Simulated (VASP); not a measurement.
AlH7:

```
Al H
1.0
     5.58000    0.00000    0.00000
    -2.79000    4.83242    0.00000
     0.00000    0.00000    4.90000
Al H
2 14
Direct
  0.00000 0.00000 0.00000
  0.00000 0.00000 0.50000
  0.33333 0.66667 0.42400
  0.33333 0.66667 0.57600
  0.33333 0.66667 0.92400
  0.33333 0.66667 0.07600
  0.66667 0.33333 0.92400
  0.66667 0.33333 0.07600
  0.66667 0.33333 0.42400
  0.66667 0.33333 0.57600
  0.00000 0.78300 0.75000
  0.78300 0.00000 0.75000
  0.78300 0.78300 0.25000
  0.21700 0.21700 0.75000
  0.00000 0.21700 0.25000
  0.21700 0.00000 0.25000
```

- Program: VASP 6.6.1
- Task: relaxation of cell and atoms
- Functional: PBE
- Potentials or basis: VASP PAW PBE potentials, release 64 (Al, H)
- Cutoff: 600 eV
- k mesh: 4 × 4 × 3
- Occupations: gaussian, width 0.2 eV
- Spin: no spin polarisation

At the start: pressure 3.6 GPa; volume 8.26 Å³/atom.

Problem. How do energy, volume and symmetry change on relaxing?

Solution. Over 16 steps the energy falls by 43.3 meV/atom and the volume is 11.38 Å³/atom (+37.8 %); space group P6_3/mcm (No. 193, to 0.1 Å) before and after.

The path:
```
step  energy change (eV)  largest force (eV/Å)  pressure (GPa)  volume (Å³)
   1              0.0000                0.7593            3.56       132.13
   2             -0.2688                0.2311            1.63       135.65
   3             -0.3530                0.3116           -0.05       139.17
   4             -0.3287                1.2106            2.04       140.27
   5             -0.3778                0.2766            0.80       139.65
   6             -0.4338                0.2282            1.17       141.20
   7             -0.4828                0.1575            2.15       144.59
   8             -0.5369                0.0739            2.00       148.95
   9             -0.6289                0.4868            1.77       162.49
  10             -0.6376                0.7387            1.71       169.07
  11             -0.6573                0.5439            1.38       171.20
  12             -0.6844                0.1334            0.46       177.69
  13             -0.6847                0.1347            0.37       178.40
  14             -0.6859                0.1234            0.33       178.76
  15             -0.6890                0.0898            0.21       179.85
  16             -0.6921                0.0234           -0.03       182.04
```

Final structure:
```yaml
crystal:
  lattice:
    - [6.62514, 0.00000, 0.00000]
    - [-3.31257, 5.73754, 0.00000]
    - [0.00000, 0.00000, 4.78898]
  atoms:
    - { symbol: Al, position: [0.00000, 0.00000, 0.00000] }
    - { symbol: Al, position: [0.00000, 0.00000, 0.50000] }
    - { symbol: H, position: [0.33333, 0.66667, 0.42204] }
    - { symbol: H, position: [0.33333, 0.66667, 0.57796] }
    - { symbol: H, position: [0.33333, 0.66667, 0.92204] }
    - { symbol: H, position: [0.33333, 0.66667, 0.07796] }
    - { symbol: H, position: [0.66667, 0.33333, 0.92204] }
    - { symbol: H, position: [0.66667, 0.33333, 0.07796] }
    - { symbol: H, position: [0.66667, 0.33333, 0.42204] }
    - { symbol: H, position: [0.66667, 0.33333, 0.57796] }
    - { symbol: H, position: [0.00000, 0.80234, 0.75000] }
    - { symbol: H, position: [0.80234, 0.00000, 0.75000] }
    - { symbol: H, position: [0.80234, 0.80234, 0.25000] }
    - { symbol: H, position: [0.19766, 0.19766, 0.75000] }
    - { symbol: H, position: [0.00000, 0.19766, 0.25000] }
    - { symbol: H, position: [0.19766, 0.00000, 0.25000] }
```

Caveat: the k points lie up to 0.44 Å⁻¹ apart in the final cell; the volume moved by over 15 % at a fixed basis, so the end points are rough.
